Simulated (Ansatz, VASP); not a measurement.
# BAs: VASP beside Ansatz

```
B As
1.0
     0.00000    2.19162    2.84910
     2.19162    0.00000    2.84910
     2.19162    2.19162    0.00000
B As
1 1
Direct
  0.00000 0.00000 0.00000
  0.75000 0.75000 0.75000
```

Alike in both runs: task single point; functional r2SCAN; k mesh 12 × 12 × 12; occupations gaussian, width 0.05 eV; no spin polarisation.

|  | VASP | Ansatz |
| --- | --- | --- |
| version | VASP 6.6.1 | Ansatz 0.2.0 |
| potentials or method | VASP PAW PBE potentials, release 64 (B, As), cutoff 520 eV | scalar-relativistic, plane waves, PAW |
| valence electrons in the cell | 8 | 18 |

VASP gave:

| Item | Value |
| --- | --- |
| gap on the k mesh at the Fermi level (eV) | none |
| pressure (GPa) | 1.2 |
| traceless stress, the component that is largest in VASP (GPa) | -49.78 |

Q: Estimate Ansatz's values.

A: gap on the k mesh at the Fermi level (eV): none; pressure (GPa): 1.1; traceless stress, the component that is largest in VASP (GPa): -49.81.

VASP's potentials were made for PBE, not for r2SCAN. A gap of «none» marks a metal or a gap that the smearing closes. VASP's potentials hold 8 valence electrons a cell and Ansatz's 18, so a difference there can come from the potentials and not from the codes.
